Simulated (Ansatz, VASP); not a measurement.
# Two plane-wave programs on NbH2

```xyz
3
Lattice="0.0000 2.2815 2.2815 2.2815 0.0000 2.2815 2.2815 2.2815 0.0000" Properties=species:S:1:pos:R:3 pbc="T T T"
Nb    0.0000    0.0000    0.0000
H     1.1407    1.1407    1.1407
H     3.4223    3.4223    3.4223
```

Alike in both runs: task relaxation of cell and atoms; functional PBEsol; k mesh 12 × 12 × 12; occupations fermi-dirac, width 0.05 eV; no spin polarisation.

|  | VASP | Ansatz |
| --- | --- | --- |
| version | VASP 6.6.1 | Ansatz 0.2.0 |
| potentials or method | VASP PAW PBE potentials, release 64 (Nb_sv, H) | PAW with Ansatz's default frozen-core files, scalar-relativistic |
| plane-wave cutoff (eV) | 600 | 420 |
| valence electrons in the cell | 15 | 15 |

VASP gave:

| Item | Value |
| --- | --- |
| relaxed volume (Å³/atom) | 7.67 |
| relaxed cell length with the largest relative difference (Å) | 3.193 |

Question: What did Ansatz give for the same quantities?

Answer: Relaxed volume (Å³/atom): 7.69; relaxed cell length with the largest relative difference (Å): 3.195.

VASP's potentials were made for PBE, not for PBEsol.
